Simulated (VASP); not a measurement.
# RbZnBr3 (Pm-3m) in VASP: further runs

Aim: see how the results for RbZnBr3 move with the level of theory and the settings. Levels: PBE, r2SCAN. Tasks: single point.

Program: VASP 6.6.1. These are calculated values, not measurements. Logs are shortened: lines on timing, memory, paths and dates and some standing lists are left out, and cuts for length are marked.

**1. The cell of the first run**

It takes space group Pm-3m (No. 221, cubic). The conventional cell has a = 5.249 Å, b = 5.249 Å, c = 5.249 Å, α = 90.00°, β = 90.00°, γ = 90.00°. Within 4.9 Å of Rb (site symmetry m-3m) lie 12 Br at 3.71 Å and 8 Zn at 4.55 Å. Within 3.5 Å of Zn (site symmetry m-3m) lie 6 Br at 2.62 Å. Br (site symmetry 4/mmm) has 2 Zn at 2.62 Å within 3.5 Å.

**2. Single point, PBE**

File INCAR:

```
  ALGO = Normal
  EDIFF = 1E-7
  ENCUT = 520
  GGA = PE
  ISIF = 2
  ISMEAR = -1
  LASPH = T
  LCHARG = F
  LREAL = F
  LWAVE = F
  NBANDS = 29
  NELM = 100
  PREC = Accurate
  SIGMA = 0.02
```

File KPOINTS:

```
k-points
0
Gamma
  6 6 6
```

File POSCAR:

```
RbZnBr3
1.0
    5.2486225789      0.0000000000      0.0000000000
    0.0000000000      5.2486225789      0.0000000000
    0.0000000000      0.0000000000      5.2486225789
Rb Zn Br
1 1 3
Direct
    0.0000000000      0.0000000000      0.0000000000
    0.5000000000      0.5000000000      0.5000000000
    0.5000000000      0.5000000000      0.0000000000
    0.5000000000      0.0000000000      0.5000000000
    0.0000000000      0.5000000000      0.5000000000
```

Potentials or basis: VASP PAW PBE potentials, release 64 (Rb_sv, Zn, Br).

On the command line:

```sh
$ cat potpaw_PBE.64/Rb_sv/POTCAR potpaw_PBE.64/Zn/POTCAR potpaw_PBE.64/Br/POTCAR > POTCAR
$ mpirun -np 1 vasp_std > vasp.out
```

OUTCAR:

```text
EDIFF = 1E-7
   ENCUT = 520
   GGA = PE
   ISIF = 2
   ISMEAR = -1
   LASPH = T
   LREAL = F
   NELM = 100
   PREC = Accurate

 ion  position               nearest neighbor table
   1  0.000  0.000  0.000-   3 3.71   4 3.71   5 3.71   4 3.71   5 3.71   3 3.71   5 3.71   5 3.71
                             3 3.71   4 3.71   4 3.71   3 3.71
   2  0.500  0.500  0.500-   3 2.62   4 2.62   5 2.62   3 2.62   4 2.62   5 2.62
   3  0.500  0.500  0.000-   2 2.62   2 2.62   1 3.71   1 3.71   1 3.71   1 3.71
   4  0.500  0.000  0.500-   2 2.62   2 2.62   1 3.71   1 3.71   1 3.71   1 3.71
   5  0.000  0.500  0.500-   2 2.62   2 2.62   1 3.71   1 3.71   1 3.71   1 3.71

  LATTYP: Found a simple cubic cell.
 ALAT       =     5.2486225789

  Lattice vectors:

 A1 = (   5.2486225789,   0.0000000000,   0.0000000000)
 A2 = (   0.0000000000,   5.2486225789,   0.0000000000)
 A3 = (   0.0000000000,   0.0000000000,   5.2486225789)

Analysis of symmetry for initial positions (statically):
=====================================================================
 Subroutine PRICEL returns:
 Original cell was already a primitive cell.

 Routine SETGRP: Setting up the symmetry group for a
 simple cubic supercell.

 Subroutine GETGRP returns: Found 48 space group operations
[... 9 lines left out ...]

 Routine SETGRP: Setting up the symmetry group for a
 simple cubic supercell.

 Subroutine GETGRP returns: Found 48 space group operations
[... 11 lines left out ...]
                                     Primitive cell

  volume of cell :     144.5893

  direct lattice vectors                    reciprocal lattice vectors
     5.248622579  0.000000000  0.000000000     0.190526178  0.000000000  0.000000000
     0.000000000  5.248622579  0.000000000     0.000000000  0.190526178  0.000000000
     0.000000000  0.000000000  5.248622579     0.000000000  0.000000000  0.190526178

  length of vectors
     5.248622579  5.248622579  5.248622579     0.190526178  0.190526178  0.190526178

  position of ions in fractional coordinates (direct lattice)
     0.000000000  0.000000000  0.000000000
     0.500000000  0.500000000  0.500000000
     0.500000000  0.500000000  0.000000000
     0.500000000  0.000000000  0.500000000
     0.000000000  0.500000000  0.500000000

  ion indices of the primitive-cell ions
   primitive index   ion index
                 1           1
                 2           2
                 3           3
                 4           4
                 5           5

----------------------------------------------------------------------------------------

 KPOINTS: k-points

Automatic generation of k-mesh.
 Grid dimensions read from file:
 generate k-points for:    6    6    6

 Generating k-lattice:

  Cartesian coordinates                     Fractional coordinates (reciprocal lattice)
     0.031754363  0.000000000  0.000000000     0.166666667  0.000000000  0.000000000
     0.000000000  0.031754363  0.000000000     0.000000000  0.166666667  0.000000000
     0.000000000  0.000000000  0.031754363     0.000000000  0.000000000  0.166666667

  Length of vectors
     0.031754363  0.031754363  0.031754363

  Shift w.r.t. Gamma in fractional coordinates (k-lattice)
     0.000000000  0.000000000  0.000000000

 Subroutine IBZKPT returns following result:
 ===========================================

 Found     20 irreducible k-points:

 Following reciprocal coordinates:
            Coordinates               Weight
  0.000000  0.000000  0.000000      1.000000
  0.166667  0.000000  0.000000      6.000000
  0.333333  0.000000  0.000000      6.000000
  0.500000  0.000000  0.000000      3.000000
  0.166667  0.166667  0.000000     12.000000
  0.333333  0.166667  0.000000     24.000000
[... 12 lines left out ...]
  0.500000  0.500000  0.333333      6.000000
  0.500000  0.500000  0.500000      1.000000
   k-points           NKPTS =     20   k-points in BZ     NKDIM =     20   number of bands    NBANDS=     29
   number of dos      NEDOS =    301   number of ions     NIONS =      5
   total plane-waves  NPLWV =  64000
   dimension x,y,z NGX =    40 NGY =   40 NGZ =   40
   dimension x,y,z NGXF=    80 NGYF=   80 NGZF=   80
   ions per type =               1   1   3
   NGX,Y,Z   is equivalent  to a cutoff of  12.67, 12.67, 12.67 a.u.
   NGXF,Y,Z  is equivalent  to a cutoff of  25.34, 25.34, 25.34 a.u.
 SYSTEM =  unknown system
   PREC   = accura    normal or accurate (medium, high low for compatibility)
   ISTART =      0    job   : 0-new  1-cont  2-samecut
   ICHARG =      2    charge: 1-file 2-atom 10-const
   ISPIN  =      1    spin polarized calculation?
   LNONCOLLINEAR =      F non collinear calculations
   LSORBIT =      F    spin-orbit coupling
   LASPH  =      T    aspherical Exc in radial PAW
   ENCUT  =  520.0 eV  38.22 Ry    6.18 a.u.   9.76  9.76  9.76*2*pi/ulx,y,z
   NELM   =    100;   NELMIN=  2; NELMDL= -5     # of ELM steps
   EDIFF  = 0.1E-06   stopping-criterion for ELM
   LREAL  =      F    real-space projection
   EDIFFG = 0.1E-05   stopping-criterion for IOM
   NSW    =      0    number of steps for IOM
   IBRION =     -1    ionic relax: 0-MD 1-quasi-New 2-CG
   NFREE  =      0    steps in history (QN), initial steepest desc. (CG)
   ISIF   =      2    stress and relaxation
   ISYM   =      2    0-nonsym 1-usesym 2-fastsym
   POTIM  = 0.5000    time-step for ionic-motion
   TEBEG  =    0.0;   TEEND  =   0.0 temperature during run
   PSTRESS=    0.0 pullay stress
   NELECT =      42.0000    total number of electrons
   NUPDOWN=      -1.0000    fix difference up-down
   EMIN   =  10.00;   EMAX   =-10.00  energy-range for DOS
   EFERMI =   0.00;   METHOD = LEGACY
   ISMEAR =    -1;   SIGMA  =   0.02  broadening in eV -4-tet -1-fermi 0-gaus
   EFERMI_NEDOS =   21; number of points for ismear=-14 and -15
   IALGO  =     38    algorithm
   IMIX   =      4    mixing-type and parameters
     AMIX     =   0.40;   BMIX     =  1.00
     AMIX_MAG =   1.60;   BMIX_MAG =  1.00
  volume/ion in A,a.u.               =      28.92       195.15
  Fermi-wavevector in a.u.,A,eV,Ry     =   1.084208  2.048856 15.993742  1.175507
  Thomas-Fermi vector in A             =   2.220292
   LORBIT       =      0    0 simple, 1 ext, 2 COOP (PROOUT), +10 PAW based schemes
   GGA     = PE    functional components
   LHFCALC =     F    Hartree Fock is set to
   AEXX    =    0.0000 exact exchange contribution
   IVDW    =     0    specifies the selected vdW correction
   LEPSILON=     F    determine dielectric tensor
   LRPA    =     F    only Hartree local field effects (RPA)
 non-spin polarized calculation
  energy-cutoff  :      520.00
  volume of cell :      144.59
 maximum number of plane-waves:      3922
 NGX is ok and might be reduce to    40
   NGX = 19   NGY = 19   NGZ = 19

 number of electron      42.0000003 magnetization

 Free energy of the ion-electron system (eV)
  ---------------------------------------------------
  ext. energy  EPLUGINS =         0.00000000
  ---------------------------------------------------
  free energy    TOTEN  =       -12.70440888 eV

  energy without entropy =      -12.70435258  energy(sigma->0) =      -12.70438073

 E-fermi :   0.2313     XC(G=0):  -8.5291

 val. band max:        0.1106902450   @ k =   0.5000   0.5000   0.5000
 cond. band min:       0.3045926247   @ k =   0.0000   0.0000   0.0000
 fundamental gap:      0.1939023798
 Fermi energy:         0.2313053620

 k-point     1 :       0.0000    0.0000    0.0000
  band No.  band energies     occupation
      1     -24.8880      2.00000
      2     -13.8853      2.00000
      3     -13.0475      2.00000
      4     -13.0475      2.00000
      5      -8.9997      2.00000
      6      -8.9997      2.00000
[... 21 lines left out ...]
     28       6.9311      0.00000
     29      10.3684      0.00000

 k-point     2 :       0.1667    0.0000    0.0000
  band No.  band energies     occupation
      1     -24.8877      2.00000
      2     -13.8412      2.00000
      3     -13.0925      2.00000
      4     -13.0456      2.00000
      5      -8.9964      2.00000
      6      -8.9964      2.00000
[... 21 lines left out ...]
     28       7.2636      0.00000
     29       9.8892      0.00000

 k-point     3 :       0.3333    0.0000    0.0000
  band No.  band energies     occupation
      1     -24.8871      2.00000
      2     -13.7314      2.00000
      3     -13.2038      2.00000
      4     -13.0419      2.00000
      5      -8.9899      2.00000
      6      -8.9899      2.00000
[... 21 lines left out ...]
     28       8.1611      0.00000
     29       8.3817      0.00000

 k-point     4 :       0.5000    0.0000    0.0000
  band No.  band energies     occupation
      1     -24.8868      2.00000
      2     -13.6533      2.00000
      3     -13.2826      2.00000
      4     -13.0401      2.00000
      5      -8.9866      2.00000
      6      -8.9866      2.00000
[... 21 lines left out ...]
     28       8.3599      0.00000
     29       9.2748      0.00000

 k-point     5 :       0.1667    0.1667    0.0000
  band No.  band energies     occupation
      1     -24.8874      2.00000
      2     -13.7972      2.00000
      3     -13.1097      2.00000
      4     -13.0683      2.00000
      5      -8.9965      2.00000
      6      -8.9932      2.00000
[... 21 lines left out ...]
     28       7.6273      0.00000
     29       9.6146      0.00000
[... 382 lines left out ...]
     28       8.1075      0.00000
     29       9.0827      0.00000

 k-point    18 :       0.5000    0.3333    0.3333
  band No.  band energies     occupation
      1     -24.8853      2.00000
      2     -13.3698      2.00000
      3     -13.2736      2.00000
      4     -13.2104      2.00000
      5      -9.0282      2.00000
      6      -9.0180      2.00000
[... 21 lines left out ...]
     28       8.5143      0.00000
     29       8.7862      0.00000

 k-point    19 :       0.5000    0.5000    0.3333
  band No.  band energies     occupation
      1     -24.8851      2.00000
      2     -13.2865      2.00000
      3     -13.2698      2.00000
      4     -13.2698      2.00000
      5      -9.0296      2.00000
      6      -9.0296      2.00000
[... 21 lines left out ...]
     28       8.1433      0.00000
     29       8.8068      0.00000

 k-point    20 :       0.5000    0.5000    0.5000
  band No.  band energies     occupation
      1     -24.8849      2.00000
      2     -13.2644      2.00000
      3     -13.2644      2.00000
      4     -13.2644      2.00000
      5      -9.0423      2.00000
      6      -9.0423      2.00000
[... 21 lines left out ...]
     28       8.0788      0.00000
     29       8.0788      0.00000

------------------------ aborting loop because EDIFF is reached ----------------------------------------

  FORCE on cell =-STRESS in cart. coord.  units (eV):
  Direction    XX          YY          ZZ          XY          YZ          ZX
  --------------------------------------------------------------------------------------
  -------------------------------------------------------------------------------------
  Total        1.2144101      1.2144101      1.2144101      0.0000000     -0.0000000      0.0000000
  in kB       13.4567416     13.4567416     13.4567416      0.0000000     -0.0000000      0.0000000
  external PRESSURE =      13.4567416 kB  Pullay stress =       0.0000000 kB

 VOLUME and BASIS-vectors are now :
 -----------------------------------------------------------------------------
  energy-cutoff  :      520.00
  volume of cell :      144.59
      direct lattice vectors                 reciprocal lattice vectors
     5.248622579  0.000000000  0.000000000     0.190526178  0.000000000  0.000000000
     0.000000000  5.248622579  0.000000000     0.000000000  0.190526178  0.000000000
     0.000000000  0.000000000  5.248622579     0.000000000  0.000000000  0.190526178

 POSITION                                       TOTAL-FORCE (eV/Angst)
 -----------------------------------------------------------------------------------
      0.00000      0.00000      0.00000         0.000000      0.000000      0.000000
      2.62431      2.62431      2.62431         0.000000      0.000000      0.000000
      2.62431      2.62431      0.00000         0.000000      0.000000      0.000000
      2.62431      0.00000      2.62431         0.000000      0.000000      0.000000
      0.00000      2.62431      2.62431         0.000000      0.000000      0.000000
 -----------------------------------------------------------------------------------
    total drift:                               -0.000000      0.000000     -0.000000

  FREE ENERGIE OF THE ION-ELECTRON SYSTEM (eV)
  ---------------------------------------------------
  free  energy   TOTEN  =       -12.7044088778 eV

  energy  without entropy=      -12.7043525820  energy(sigma->0) =      -12.70438073
```

Run time: 77 s. Hardware: 1 thread of Intel Xeon 6975P-C, shared host; peak memory 0.29 GiB.

Results:

```
Free energy            : -12.7044 eV
Pressure               : 1.3 GPa
Band gap on the k mesh : 0.19 eV, indirect (least direct gap 0.67 eV)
```

Levels at points of the mesh, in eV from the valence-band top:
| k point | band 19 | band 20 | band 21 | band 22 | band 23 | band 24 |
| --- | --- | --- | --- | --- | --- | --- |
| (0.00, 0.00, 0.00) | -0.47 | -0.47 | -0.47 | 0.19 | 4.70 | 5.96 |
| (0.50, 0.00, 0.00) | -1.12 | -0.69 | -0.69 | 3.37 | 6.43 | 6.89 |
| (0.50, 0.50, 0.00) | -1.23 | -0.28 | -0.03 | 5.13 | 6.13 | 6.13 |
| (0.50, 0.50, 0.50) | 0.00 | 0.00 | 0.00 | 5.15 | 5.15 | 5.15 |

**3. Single point, r2SCAN (strain -3.0%)**

Changes to POSCAR since step 2:

```diff
@@ -2,5 +2,5 @@
 1.0
-    5.2486225789      0.0000000000      0.0000000000
-    0.0000000000      5.2486225789      0.0000000000
-    0.0000000000      0.0000000000      5.2486225789
+    5.0911639016      0.0000000000      0.0000000000
+    0.0000000000      5.0911639016      0.0000000000
+    0.0000000000      0.0000000000      5.0911639016
 Rb Zn Br
```

File INCAR.step1:

```
  PREC = Accurate
  ENCUT = 520
  ISMEAR = 0
  SIGMA = 0.01
  LREAL = F
  LASPH = T
  NELM = 80
  NBANDS = 29
  GGA = PE
  ALGO = Normal
  EDIFF = 1E-4
  LWAVE = T
  LCHARG = F
```

File INCAR.step2:

```
  PREC = Accurate
  ENCUT = 520
  EDIFF = 1E-7
  ISMEAR = 0
  SIGMA = 0.01
  LREAL = F
  LASPH = T
  NELM = 80
  ALGO = Normal
  ISIF = 2
  LWAVE = F
  LCHARG = F
  METAGGA = R2SCAN
  LMIXTAU = T
  NBANDS = 29
  ISTART = 1
```

File KPOINTS:

```
regular mesh
0
Gamma
  6 6 6
```

Potentials or basis: VASP PAW PBE potentials, release 64 (Rb_sv, Zn, Br).

On the command line:

```sh
$ cat potpaw_PBE.64/Rb_sv/POTCAR potpaw_PBE.64/Zn/POTCAR potpaw_PBE.64/Br/POTCAR > POTCAR
$ cp INCAR.step1 INCAR
$ mpirun -np 1 vasp_std > vasp.out
$ cp INCAR.step2 INCAR
$ mpirun -np 1 vasp_std > vasp.out
```

It took 4.2 min on 1 thread of Intel Xeon 6975P-C, shared host; peak memory 0.3 GiB.

The run converged. Its results:

```
Free energy            : -69.2299 eV
Pressure               : 3.9 GPa
Band gap on the k mesh : 0.97 eV, indirect (least direct gap 1.51 eV)
```

Levels at points of the mesh, in eV from the valence-band top:
```csv
k point,band 17,band 18,band 19,band 20,band 21,band 22,band 23,band 24,band 25,band 26
"(0.00, 0.00, 0.00)",-1.02,-1.02,-0.53,-0.53,-0.53,0.97,5.57,6.32,6.32,7.27
"(0.50, 0.00, 0.00)",-1.37,-1.32,-1.32,-0.82,-0.82,4.32,7.08,7.65,8.28,8.35
"(0.50, 0.50, 0.00)",-1.51,-1.46,-1.46,-0.21,-0.03,6.30,6.98,6.98,8.46,9.02
"(0.50, 0.50, 0.50)",-0.19,-0.19,0.00,0.00,0.00,5.94,5.94,5.94,6.51,8.66
```

Caveat: the cell differs from its parent crystal (strain -3.0%); the PAW data sets were made with another functional, which shifts forces and pressure a little.
